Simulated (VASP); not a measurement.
# Mn: single point with PBEsol

The system is Mn.

```
Mn
1.0
     2.45008    0.00000    0.00000
    -1.22504    2.12183    0.00000
     0.00000    0.00000    3.97178
Mn
2
Direct
  0.33333 0.66667 0.25000
  0.66667 0.33333 0.75000
```

```
Program             : VASP 6.6.1
Task                : single point
Functional          : PBEsol
Potentials or basis : VASP PAW PBE potentials, release 64 (Mn_pv)
Cutoff              : 520 eV
k mesh              : 12 × 12 × 7
Occupations         : fermi-dirac, width 0.05 eV
Spin                : collinear spin, ferromagnetic start
Starting moments    : [4.0, 4.0] μB
```

```
Pressure                                              : 0.0 GPa
Band gap on the k mesh                                : zero (filled and empty bands overlap)
Net moment                                            : 0.00 μB per cell
Valence electrons inside the program's atomic spheres : Mn 12.07
```

Stress tensor (GPa, compression positive):
```
 0.19  0.00  0.00
 0.00  0.19  0.00
 0.00  0.00 -0.43
```

Levels at points of the mesh, in eV from the Fermi level:
Spin up:
```tsv
k point	band 9	band 10	band 11	band 12	band 13	band 14	band 15	band 16	band 17	band 18
(0.00, 0.00, 0.00)	-1.04	-1.00	-1.00	-0.50	-0.50	0.06	0.06	0.78	1.71	1.71
(0.50, 0.00, 0.00)	-3.89	-1.36	-1.22	-0.99	-0.44	1.94	2.08	2.17	3.79	5.98
```
Spin down:
```
           k point  band 11  band 12  band 13  band 14  band 15  band 16
(0.00, 0.00, 0.00)    -1.00    -0.50    -0.50     0.06     0.06     0.78
(0.50, 0.00, 0.00)    -1.22    -0.99    -0.44     1.94     2.08     2.17
```

Run time: 34 s on 1 thread of Intel(R) Xeon(R) 6975P-C (Granite Rapids), with other jobs on the host, peak memory 0.17 GiB.

Caveat: the starting moments collapsed, and a magnetic state may lie lower; the PAW data sets were made with another functional, which shifts forces and pressure a little.
